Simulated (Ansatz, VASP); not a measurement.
# One calculation of Mg2Sn, two programs

```
Mg Sn
1.0
     0.00000    3.31191    3.37950
     3.31191    0.00000    3.37950
     3.31191    3.31191    0.00000
Mg Sn
2 1
Direct
  0.25000 0.25000 0.25000
  0.75000 0.75000 0.75000
  0.00000 0.00000 0.00000
```

Change from the starting cell: equal xx and yy strain of -2 %, crystal datasets.

Alike in both runs: task electric field gradients; functional LDA; k mesh 11 × 11 × 11; occupations fermi-dirac, width 0.08 eV; no spin polarisation.

|  | VASP | Ansatz |
| --- | --- | --- |
| version | VASP 6.6.1 | Ansatz 0.2.0 |
| potentials or method | VASP PAW LDA potentials, release 64 (Mg, Sn_d), cutoff 520 eV | all-electron PAW with datasets made for the crystal, scalar-relativistic |

|  | VASP | Ansatz | Ansatz less VASP |
| --- | --- | --- | --- |
| pressure (GPa) | -0.4 | -0.1 | +0.30 |
| traceless stress, the component that is largest in VASP (GPa) | -0.70 | -0.70 | +0.001 |
| size of Vzz on the site where it differs most (V/Å²) | 8.0 | 8.6 | +0.58 |

LDA's correlation is that of Perdew and Zunger in VASP and of Perdew and Wang (1992) in Ansatz. Ansatz ran all-electron here, and VASP with PAW potentials.
